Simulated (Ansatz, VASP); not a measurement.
TiN in VASP and in Ansatz

INCAR

```
ALGO = Normal
DIPOL = 0.5 0.5 0.500
EDIFF = 1E-6
ENCUT = 520
GGA = CA
IDIPOL = 3
ISIF = 2
ISMEAR = -1
LASPH = True
LCHARG = False
LDIPOL = True
LREAL = False
LWAVE = False
NBANDS = 34
NELM = 100
PREC = Accurate
SIGMA = 0.1
```

File KPOINTS:

```
k-points
0
Gamma
  14 14 1
```

POSCAR

```
TiN
1.0
    2.9500527470      0.0000000000      0.0000000000
    0.0000000000      2.9500527470      0.0000000000
    0.0000000000      0.0000000000     13.2957000000
Ti N
3 3
Direct
    0.2500000000      0.2500000000      0.3525329438
    0.7500000000      0.7500000000      0.5000000161
    0.2500000000      0.2500000000      0.6474670291
    0.7500000000      0.7500000000      0.3384540661
    0.2500000000      0.2500000000      0.4999999897
    0.7500000000      0.7500000000      0.6615459339
```

Input for Ansatz:

```yaml
crystal:
  lattice:
    - [2.950052747, 0.0, 0.0]
    - [0.0, 2.950052747, 0.0]
    - [0.0, 0.0, 13.2957]
  atoms:
    - { symbol: Ti, position: [0.25, 0.25, 0.3525329438] }
    - { symbol: "N", position: [0.75, 0.75, 0.3384540661] }
    - { symbol: Ti, position: [0.75, 0.75, 0.5000000161] }
    - { symbol: "N", position: [0.25, 0.25, 0.4999999897] }
    - { symbol: Ti, position: [0.25, 0.25, 0.6474670291] }
    - { symbol: "N", position: [0.75, 0.75, 0.6615459339] }
kpoints:
  mp_grid: { grid: [14, 14, 1] }
scf:
  occupations: { method: fermi_dirac, width: 0.1 }
hamiltonian:
  xc: lda
  pseudopotentials: { kind: paw }
output:
  forces: true
  stress: true
  eigenvalues: true
efield:
  axis: 3
  amplitude: 0
  dipole_correction: true
```

Alike in both runs: task single point; functional LDA; k mesh 14 × 14 × 1; occupations fermi-dirac, width 0.1 eV; no spin polarisation.

```csv
,VASP,Ansatz
version,VASP 6.6.1,Ansatz 0.2.0
potentials or method,"VASP PAW LDA potentials, release 64 (Ti_sv, N)","PAW with Ansatz's default frozen-core files, scalar-relativistic"
plane-wave cutoff (eV),520,420
valence electrons in the cell,51,51
```

|  | VASP | Ansatz | Ansatz less VASP |
| --- | --- | --- | --- |
| rms of the force components (eV/Å) | 0.024 | 0.001 | -0.0229 |

LDA's correlation is that of Perdew and Zunger in VASP and of Perdew and Wang (1992) in Ansatz. Ansatz's warnings: vacuum density over bound.
